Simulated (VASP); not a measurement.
# CdF2 (Imm2) in VASP: single point with PBE

Aim: the single point of CdF2 with PBE.

All numbers are computed with VASP 6.6.1; they aren't measurements. Logs are shortened: lines on timing, memory, paths and dates and some standing lists are left out, and cuts for length are marked.

### 1 The cell of the first run

Symmetry: Imm2, No. 44, orthorhombic system. The conventional cell has a = 3.810 Å, b = 5.388 Å, c = 3.810 Å, α = 90.00°, β = 90.00°, γ = 90.00°. Within 2.3 Å of Cd (site symmetry mm2) lie 2 F at 1.71 Å. F (site symmetry m) has 1 Cd at 1.71 Å within 2.3 Å.

### 2 Single point, PBE (atom 1 (Cd) moved by (-0.600, -0.600) A along y and z)

INCAR reads:

```
  ALGO = Normal
  EDIFF = 1E-6
  ENCUT = 700
  GGA = PE
  GGA_COMPAT = F
  ISIF = 2
  ISMEAR = 0
  LASPH = T
  LCHARG = T
  LELF = T
  LREAL = F
  LVHAR = T
  LWAVE = F
  NBANDS = 24
  NELM = 120
  PREC = Accurate
  SIGMA = 0.05
```

KPOINTS reads:

```
k-points
0
Gamma
  8 8 8
```

POSCAR reads:

```
CdF2
1.0
    0.0000000000      2.6940000000      2.6940000000
    2.6940000000      0.0000000000      2.6940000000
    2.6940000000      2.6940000000      0.0000000000
Cd F
1 2
Direct
   -0.2227171492      0.0000000000      0.0000000000
    0.2500000000      0.2500000000      0.2500000000
    0.7500000000      0.7500000000      0.7500000000
```

Potentials or basis: VASP PAW PBE potentials, release 64 (Cd_sv_GW, F).

Command:

```
$ cat potpaw_PBE.64/Cd_sv_GW/POTCAR potpaw_PBE.64/F/POTCAR > POTCAR
$ mpirun -np 1 vasp_std > vasp.out
```

OUTCAR:

```text
EDIFF = 1E-6
   ENCUT = 700
   GGA = PE
   ISIF = 2
   ISMEAR = 0
   LASPH = T
   LREAL = F
   NELM = 120
   PREC = Accurate

 ion  position               nearest neighbor table
   1  0.777  0.000  0.000-   3 1.71   2 1.71
   2  0.250  0.250  0.250-   1 1.71
   3  0.750  0.750  0.750-   1 1.71

  LATTYP: Found a face centered cubic cell.
 ALAT       =     5.3880000000

  Lattice vectors:

 A1 = (   0.0000000000,   2.6940000000,   2.6940000000)
 A2 = (   2.6940000000,   0.0000000000,   2.6940000000)
 A3 = (   2.6940000000,   2.6940000000,   0.0000000000)

Analysis of symmetry for initial positions (statically):
=====================================================================
 Subroutine PRICEL returns:
 Original cell was already a primitive cell.

 Routine SETGRP: Setting up the symmetry group for a
 face centered cubic supercell.

 Subroutine GETGRP returns: Found  4 space group operations
 (whereof  4 operations were pure point group operations)
 out of a pool of 48 trial point group operations.

The static configuration has the point symmetry C_2v.

Analysis of symmetry for dynamics (positions and initial velocities):
=====================================================================
 Subroutine PRICEL returns:
 Original cell was already a primitive cell.

 Routine SETGRP: Setting up the symmetry group for a
 face centered cubic supercell.

 Subroutine GETGRP returns: Found  4 space group operations
 (whereof  4 operations were pure point group operations)
 out of a pool of 48 trial point group operations.

The dynamic configuration has the point symmetry C_2v.

 Subroutine INISYM returns: Found  4 space group operations
 (whereof  4 operations are pure point group operations),
 and found     1 'primitive' translations

----------------------------------------------------------------------------------------

                                     Primitive cell

  volume of cell :      39.1041

  direct lattice vectors                    reciprocal lattice vectors
     0.000000000  2.694000000  2.694000000    -0.185597624  0.185597624  0.185597624
     2.694000000  0.000000000  2.694000000     0.185597624 -0.185597624  0.185597624
     2.694000000  2.694000000  0.000000000     0.185597624  0.185597624 -0.185597624

  length of vectors
     3.809891337  3.809891337  3.809891337     0.321464515  0.321464515  0.321464515

  position of ions in fractional coordinates (direct lattice)
     0.777282851  0.000000000  0.000000000
     0.250000000  0.250000000  0.250000000
     0.750000000  0.750000000  0.750000000

  ion indices of the primitive-cell ions
   primitive index   ion index
                 1           1
                 2           2
                 3           3

----------------------------------------------------------------------------------------

 KPOINTS: k-points

Automatic generation of k-mesh.
 Grid dimensions read from file:
 generate k-points for:    8    8    8

 Generating k-lattice:

  Cartesian coordinates                     Fractional coordinates (reciprocal lattice)
    -0.023199703  0.023199703  0.023199703     0.125000000  0.000000000  0.000000000
     0.023199703 -0.023199703  0.023199703     0.000000000  0.125000000  0.000000000
     0.023199703  0.023199703 -0.023199703     0.000000000  0.000000000  0.125000000

  Length of vectors
     0.040183064  0.040183064  0.040183064

  Shift w.r.t. Gamma in fractional coordinates (k-lattice)
     0.000000000  0.000000000  0.000000000

 Subroutine IBZKPT returns following result:
 ===========================================

 Found     95 irreducible k-points:

 Following reciprocal coordinates:
            Coordinates               Weight
  0.000000  0.000000  0.000000      1.000000
  0.125000  0.000000  0.000000      4.000000
  0.000000  0.125000  0.000000      4.000000
  0.250000  0.000000  0.000000      4.000000
  0.000000  0.250000  0.000000      4.000000
  0.375000  0.000000  0.000000      4.000000
[... 16 lines left out ...]
  0.375000 -0.125000 -0.125000      4.000000
 -0.375000  0.125000  0.000000      8.000000
 [... further k-points ...]
   k-points           NKPTS =     95   k-points in BZ     NKDIM =     95   number of bands    NBANDS=     24
   number of dos      NEDOS =    301   number of ions     NIONS =      3
   total plane-waves  NPLWV =  46656
   dimension x,y,z NGX =    36 NGY =   36 NGZ =   36
   dimension x,y,z NGXF=    72 NGYF=   72 NGZF=   72
   ions per type =               1   2
   NGX,Y,Z   is equivalent  to a cutoff of  15.71, 15.71, 15.71 a.u.
   NGXF,Y,Z  is equivalent  to a cutoff of  31.42, 31.42, 31.42 a.u.
 SYSTEM =  unknown system
   PREC   = accura    normal or accurate (medium, high low for compatibility)
   ISTART =      0    job   : 0-new  1-cont  2-samecut
   ICHARG =      2    charge: 1-file 2-atom 10-const
   ISPIN  =      1    spin polarized calculation?
   LNONCOLLINEAR =      F non collinear calculations
   LSORBIT =      F    spin-orbit coupling
   LASPH  =      T    aspherical Exc in radial PAW
   ENCUT  =  700.0 eV  51.45 Ry    7.17 a.u.   8.22  8.22  8.22*2*pi/ulx,y,z
   NELM   =    120;   NELMIN=  2; NELMDL= -5     # of ELM steps
   EDIFF  = 0.1E-05   stopping-criterion for ELM
   LREAL  =      F    real-space projection
   EDIFFG = 0.1E-04   stopping-criterion for IOM
   NSW    =      0    number of steps for IOM
   IBRION =     -1    ionic relax: 0-MD 1-quasi-New 2-CG
   NFREE  =      0    steps in history (QN), initial steepest desc. (CG)
   ISIF   =      2    stress and relaxation
   ISYM   =      2    0-nonsym 1-usesym 2-fastsym
   POTIM  = 0.5000    time-step for ionic-motion
   TEBEG  =    0.0;   TEEND  =   0.0 temperature during run
   PSTRESS=    0.0 pullay stress
   NELECT =      34.0000    total number of electrons
   NUPDOWN=      -1.0000    fix difference up-down
   EMIN   =  10.00;   EMAX   =-10.00  energy-range for DOS
   EFERMI =   0.00;   METHOD = LEGACY
   ISMEAR =     0;   SIGMA  =   0.05  broadening in eV -4-tet -1-fermi 0-gaus
   EFERMI_NEDOS =   21; number of points for ismear=-14 and -15
   IALGO  =     38    algorithm
   IMIX   =      4    mixing-type and parameters
     AMIX     =   0.40;   BMIX     =  1.00
     AMIX_MAG =   1.60;   BMIX_MAG =  1.00
  volume/ion in A,a.u.               =      13.03        87.96
  Fermi-wavevector in a.u.,A,eV,Ry     =   1.562525  2.952743 33.218397  2.441483
  Thomas-Fermi vector in A             =   2.665430
   LORBIT       =      0    0 simple, 1 ext, 2 COOP (PROOUT), +10 PAW based schemes
   GGA     = PE    functional components
   LHFCALC =     F    Hartree Fock is set to
   AEXX    =    0.0000 exact exchange contribution
   IVDW    =     0    specifies the selected vdW correction
   LEPSILON=     F    determine dielectric tensor
   LRPA    =     F    only Hartree local field effects (RPA)
 non-spin polarized calculation
 Gauss-broadening in eV      SIGMA  =   0.05
  energy-cutoff  :      700.00
  volume of cell :       39.10
 maximum number of plane-waves:      1676
 NGX is ok and might be reduce to    36
   NGX = 17   NGY = 17   NGZ = 17

 number of electron      33.9999995 magnetization

 Free energy of the ion-electron system (eV)
  ---------------------------------------------------
  ext. energy  EPLUGINS =         0.00000000
  ---------------------------------------------------
  free energy    TOTEN  =        -6.67063418 eV

  energy without entropy =       -6.67063418  energy(sigma->0) =       -6.67063418

 E-fermi :   2.7395     XC(G=0): -10.3923

 val. band max:        2.2233293590   @ k =   0.0000  -0.3750   0.3750
 cond. band min:       4.1670084479   @ k =   0.0000   0.0000   0.0000
 fundamental gap:      1.9436790889
 Fermi energy:         2.7395234486

 k-point     1 :       0.0000    0.0000    0.0000
  band No.  band energies     occupation
      1     -97.6379      2.00000
      2     -58.8172      2.00000
      3     -58.7913      2.00000
      4     -58.7797      2.00000
      5     -20.9937      2.00000
      6     -20.2039      2.00000
[... 16 lines left out ...]
     23      18.6927      0.00000
     24      20.2271      0.00000

 k-point     2 :       0.1250    0.0000    0.0000
  band No.  band energies     occupation
      1     -97.6379      2.00000
      2     -58.8175      2.00000
      3     -58.7915      2.00000
      4     -58.7798      2.00000
      5     -20.9511      2.00000
      6     -20.2257      2.00000
[... 16 lines left out ...]
     23      18.6868      0.00000
     24      19.9754      0.00000

 k-point     3 :       0.0000    0.1250    0.0000
  band No.  band energies     occupation
      1     -97.6379      2.00000
      2     -58.8174      2.00000
      3     -58.7915      2.00000
      4     -58.7800      2.00000
      5     -20.9525      2.00000
      6     -20.2237      2.00000
[... 16 lines left out ...]
     23      18.8165      0.00000
     24      19.9687      0.00000

 k-point     4 :       0.2500    0.0000    0.0000
  band No.  band energies     occupation
      1     -97.6378      2.00000
      2     -58.8183      2.00000
      3     -58.7921      2.00000
      4     -58.7800      2.00000
      5     -20.8378      2.00000
      6     -20.2881      2.00000
[... 16 lines left out ...]
     23      18.8653      0.00000
     24      20.5166      0.00000

 k-point     5 :       0.0000    0.2500    0.0000
  band No.  band energies     occupation
      1     -97.6378      2.00000
      2     -58.8176      2.00000
      3     -58.7922      2.00000
      4     -58.7805      2.00000
      5     -20.8401      2.00000
      6     -20.2839      2.00000
[... 451 lines left out ...]
 k-point    22 :       0.1250    0.0000    0.5000
  band No.  band energies     occupation
      1     -97.6378      2.00000
      2     -58.8182      2.00000
      3     -58.7931      2.00000
      4     -58.7813      2.00000
      5     -20.5648      2.00000
      6     -20.4802      2.00000
[... 16 lines left out ...]
     23      19.4122      0.00000
     24      21.2011      0.00000

 k-point    23 :       0.3750   -0.1250   -0.1250
  band No.  band energies     occupation
      1     -97.6378      2.00000
      2     -58.8193      2.00000
      3     -58.7932      2.00000
      4     -58.7804      2.00000
      5     -20.5991      2.00000
      6     -20.4331      2.00000
[... 16 lines left out ...]
     23      19.2739      0.00000
     24      21.3489      0.00000

 k-point    24 :      -0.3750    0.1250    0.0000
  band No.  band energies     occupation
      1     -97.6378      2.00000
      2     -58.8191      2.00000
      3     -58.7930      2.00000
      4     -58.7805      2.00000
      5     -20.6343      2.00000
      6     -20.4143      2.00000
[... 16 lines left out ...]
     23      18.2538      0.00000
     24      21.1863      0.00000

 [... further k-points ...]

------------------------ aborting loop because EDIFF is reached ----------------------------------------

  FORCE on cell =-STRESS in cart. coord.  units (eV):
  Direction    XX          YY          ZZ          XY          YZ          ZX
  --------------------------------------------------------------------------------------
  -------------------------------------------------------------------------------------
  Total       28.2312755      8.9791340      8.9791340      0.0000000      7.9710010      0.0000000
  in kB     1156.6935463    367.8936294    367.8936294      0.0000000    326.5883401      0.0000000
  external PRESSURE =     630.8269350 kB  Pullay stress =       0.0000000 kB

 VOLUME and BASIS-vectors are now :
 -----------------------------------------------------------------------------
  energy-cutoff  :      700.00
  volume of cell :       39.10
      direct lattice vectors                 reciprocal lattice vectors
     0.000000000  2.694000000  2.694000000    -0.185597624  0.185597624  0.185597624
     2.694000000  0.000000000  2.694000000     0.185597624 -0.185597624  0.185597624
     2.694000000  2.694000000  0.000000000     0.185597624  0.185597624 -0.185597624

 POSITION                                       TOTAL-FORCE (eV/Angst)
 -----------------------------------------------------------------------------------
      0.00000      2.09400      2.09400        -0.000000     10.702304     10.702304
      1.34700      1.34700      1.34700         9.989631     -5.351152     -5.351152
      4.04100      4.04100      4.04100        -9.989631     -5.351152     -5.351152
 -----------------------------------------------------------------------------------
    total drift:                                0.000001     -0.000975     -0.000975

  FREE ENERGIE OF THE ION-ELECTRON SYSTEM (eV)
  ---------------------------------------------------
  free  energy   TOTEN  =        -6.6706341759 eV

  energy  without entropy=       -6.6706341759  energy(sigma->0) =       -6.67063418
```

Wall time 2.5 min (1 thread of Intel Xeon Platinum 8259CL at 2.50GHz (Skylake/Cascade Lake), shared host); peak memory 0.31 GiB.

Results:

| Property | Result |
| --- | --- |
| Free energy | -6.6706 eV |
| Pressure | 63.1 GPa |
| Largest force | 15.135 eV/Å |
| Band gap on the k mesh | 1.94 eV (least direct gap 3.01 eV) |

Forces in eV/Å, atoms in the order of the input:
```
Cd   0.000 10.702 10.702
F    9.990 -5.351 -5.351
F   -9.990 -5.351 -5.351
```

Stress tensor (GPa, compression positive):
```
115.67   0.00   0.00
  0.00  36.79  32.66
  0.00  32.66  36.79
```

Levels at points of the mesh, in eV from the valence-band top:
| k point | band 15 | band 16 | band 17 | band 18 | band 19 | band 20 |
| --- | --- | --- | --- | --- | --- | --- |
| (0.00, 0.00, 0.00) | -1.72 | -1.44 | -1.06 | 1.94 | 10.95 | 13.11 |
| (0.50, 0.00, 0.00) | -2.54 | -1.78 | -1.02 | 5.86 | 7.97 | 12.78 |
| (0.00, 0.50, 0.00) | -2.32 | -1.72 | -1.15 | 5.62 | 7.23 | 14.37 |
| (0.50, 0.50, 0.00) | -2.07 | -1.64 | -0.29 | 6.45 | 8.01 | 9.61 |
| (0.00, 0.50, 0.50) | -2.46 | -2.17 | -0.02 | 6.32 | 9.30 | 9.65 |

Caveat: the cell differs from its parent crystal (atom 1 (Cd) moved by (-0.600, -0.600) A along y and z); the stress differs along the axes, from 37 to 116 GPa; forces of over 1 eV/Å act on the atoms, so gaps and moduli don't describe the material at rest. A k mesh can miss the band edges.
